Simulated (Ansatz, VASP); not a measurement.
**Ta2N: VASP beside Ansatz**

```xyz
9
Lattice="5.1283 0.0000 0.0000 -2.5641 4.4412 0.0000 0.0000 0.0000 5.0770" Properties=species:S:1:pos:R:3 pbc="T T T"
Ta    1.5875    2.7496    3.8210
Ta   -0.9766    1.6916    3.8210
Ta    1.9533    0.0000    3.8210
Ta    0.9766    1.6916    1.2560
Ta   -1.5875    2.7496    1.2560
Ta    3.1750    0.0000    1.2560
N     2.5641    1.4804    2.5385
N     0.0000    2.9608    2.5385
N     0.0000    0.0000    0.0000
```

Alike in both runs: task single point; functional LDA; k mesh 9 × 9 × 8; occupations gaussian, width 0.15 eV; no spin polarisation.

|  | VASP | Ansatz |
| --- | --- | --- |
| version | VASP 6.6.1 | Ansatz 0.2.0 |
| potentials or method | VASP PAW LDA potentials, release 64 (Ta_pv, N), cutoff 520 eV | scalar-relativistic, plane waves, PAW |
| valence electrons in the cell | 81 | 93 |

Ansatz gave:

```
gap on the k mesh at the Fermi level (eV)                     : none
pressure (GPa)                                                : 16.4
traceless stress, the component that is largest in VASP (GPa) : -11.83
rms of the force components (eV/Å)                            : 3.118
```

Task: Which values does VASP return?

Result: gap on the k mesh at the Fermi level (eV): none; pressure (GPa): 18.1; traceless stress, the component that is largest in VASP (GPa): -11.85; rms of the force components (eV/Å): 3.144.

Ansatz warns that its potentials were made for another functional, while VASP's fit it. LDA's correlation is that of Perdew and Zunger in VASP and of Perdew and Wang (1992) in Ansatz. Atom by atom the forces differ by 0.030 eV/Å (rms over components). A gap of «none» marks a metal or a gap that the smearing closes. VASP's potentials hold 81 valence electrons a cell and Ansatz's 93, so a difference there can come from the potentials and not from the codes.

Neither program's run includes spin-orbit coupling.
